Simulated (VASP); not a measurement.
Write the native input for VASP 6.6.1 that does the following.

```
Task                   : single point
Functional             : PBE
Potentials or basis    : VASP PAW PBE potentials, release 64 (Li_sv)
Cutoff                 : 520 eV
k mesh                 : 16 × 16 × 16
Occupations            : fermi-dirac, width 0.05 eV
Spin                   : no spin polarisation
Dipole correction      : no
Further INCAR settings : ALGO = Normal; EDIFF = 1e-06; NBANDS = 8
```

The structure of Li lies in POSCAR:

```
Li
1.0
    0.0000000000      2.2020000000      2.2020000000
    2.2020000000      0.0000000000      2.2020000000
    2.2020000000      2.2020000000      0.0000000000
Li
1
Direct
    0.0000000000      0.0000000000      0.0000000000
```

One way to write it, as run:

INCAR

```
PREC     = Accurate       # precision mode
ENCUT    = 520            # plane-wave cutoff, eV
EDIFF    = 1E-6           # SCF threshold, eV
ISMEAR   = -1             # smearing method
SIGMA    = 0.05           # smearing width, eV
LREAL    = F              # projectors in reciprocal space
LASPH    = T              # aspherical terms in the spheres
NELM     = 80             # most SCF steps
ALGO     = Normal         # electronic algorithm
ISIF     = 2              # what is computed and relaxed
LWAVE    = F              # write WAVECAR
LCHARG   = F              # write CHGCAR
GGA      = PE             # functional
NBANDS   = 8              # bands
```

KPOINTS

```
regular mesh
0
Gamma
  16 16 16
```

Potentials or basis: VASP PAW PBE potentials, release 64 (Li_sv).

Run with:

```bash
$ cat potpaw_PBE.64/Li_sv/POTCAR > POTCAR
$ mpirun -np 1 vasp_std > vasp.out
```

It took 5.3 s on 1 thread of Intel(R) Xeon(R) 6975P-C (Granite Rapids), on a shared host, peak memory 0.14 GiB.
